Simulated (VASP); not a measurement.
A run of VASP 6.6.1 is set up as follows.

Contents of INCAR:

```
PREC     = Accurate       # precision mode
ENCUT    = 520            # plane-wave cutoff, eV
EDIFF    = 1E-6           # SCF threshold, eV
ISMEAR   = -1             # smearing method
SIGMA    = 0.0816         # smearing width, eV
LREAL    = F              # projectors in reciprocal space
LASPH    = T              # aspherical terms in the spheres
NELM     = 120            # most SCF steps
ALGO     = Normal         # electronic algorithm
ISIF     = 2              # what is computed and relaxed
LWAVE    = F              # write WAVECAR
LCHARG   = F              # write CHGCAR
GGA      = PE             # functional
NBANDS   = 15             # bands
GGA_COMPAT= F
```

The input KPOINTS:

```
Automatic mesh
0
Gamma
  10 10 10
```

Contents of POSCAR:

```
TaN
1.0
    0.0000000000      2.2230000000      2.2230000000
    2.2230000000      0.0000000000      2.2230000000
    2.2230000000      2.2230000000      0.0000000000
Ta N
1 1
Direct
    0.0000000000      0.0000000000      0.0000000000
    0.5000000000      0.5000000000      0.5000000000
```

Potentials or basis: VASP PAW PBE potentials, release 64 (Ta_pv, N).

The run is started by

```console
$ cat potpaw_PBE.64/Ta_pv/POTCAR potpaw_PBE.64/N/POTCAR > POTCAR
$ mpirun -np 1 vasp_std > vasp.out
```

Question: What does it give for the pressure?

Answer: -5.5 GPa.

Question: What does it give for the band gap on the k mesh?

Answer: Zero (band 8 reaches 10.97 eV, above the bottom of band 9 at 7.16 eV).

Caveat: spin-orbit coupling is left out, which moves the levels of the heavy elements.
